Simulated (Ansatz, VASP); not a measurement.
# Y in VASP and in Ansatz

The input INCAR:

```
PREC = Accurate
ENCUT = 500
EDIFF = 1E-6
ISMEAR = 0
SIGMA = 0.1
LREAL = F
LASPH = T
NELM = 120
ALGO = Normal
ISIF = 2
LWAVE = F
LCHARG = F
GGA = PE
NBANDS = 18
GGA_COMPAT = F
```

File KPOINTS:

```
regular mesh
0
Gamma
  15 15 8
```

Contents of POSCAR:

```
Y
1.0
    3.6474000000      0.0000000000      0.0000000000
   -1.8237000000      3.1587410578      0.0000000000
    0.0000000000      0.0000000000      5.7306000000
Y
2
Direct
    0.3333333333      0.6666666667      0.2500000000
    0.6666666667      0.3333333333      0.7500000000
```

Input for Ansatz:

```yaml
crystal:
  lattice:
    - [3.6474, 0.0, 0.0]
    - [-1.8237, 3.1587410578, 0.0]
    - [0.0, 0.0, 5.7306]
  atoms:
    - { symbol: "Y", position: [0.3333333333, 0.6666666667, 0.25] }
    - { symbol: "Y", position: [0.6666666667, 0.3333333333, 0.75] }
basis:
  ecutwfc: 420
kpoints:
  mp_grid: { grid: [15, 15, 8] }
hamiltonian:
  xc: pbe
scf:
  occupations: { method: gaussian, width: 0.1 }
output:
  forces: true
  stress: true
  eigenvalues: true
  write_density: true
  write_potential: true
  elf: true
  volumetric_format: npy
```

Alike in both runs: task single point; functional PBE; k mesh 15 × 15 × 8; occupations gaussian, width 0.1 eV; no spin polarisation.

```csv
,VASP,Ansatz
version,VASP 6.6.1,Ansatz 0.2.0
potentials or method,"VASP PAW PBE potentials, release 64 (Y_sv), cutoff 500 eV","scalar-relativistic, plane waves, PAW"
valence electrons in the cell,22,22
```

Ansatz gave:

```
gap on the k mesh at the Fermi level (eV)                     : none
pressure (GPa)                                                : -0.2
traceless stress, the component that is largest in VASP (GPa) : -0.48
```

Q: Which values does VASP return?

A: gap on the k mesh at the Fermi level (eV): none; pressure (GPa): -0.3; traceless stress, the component that is largest in VASP (GPa): -0.47.

A gap of «none» marks a metal or a gap that the smearing closes.
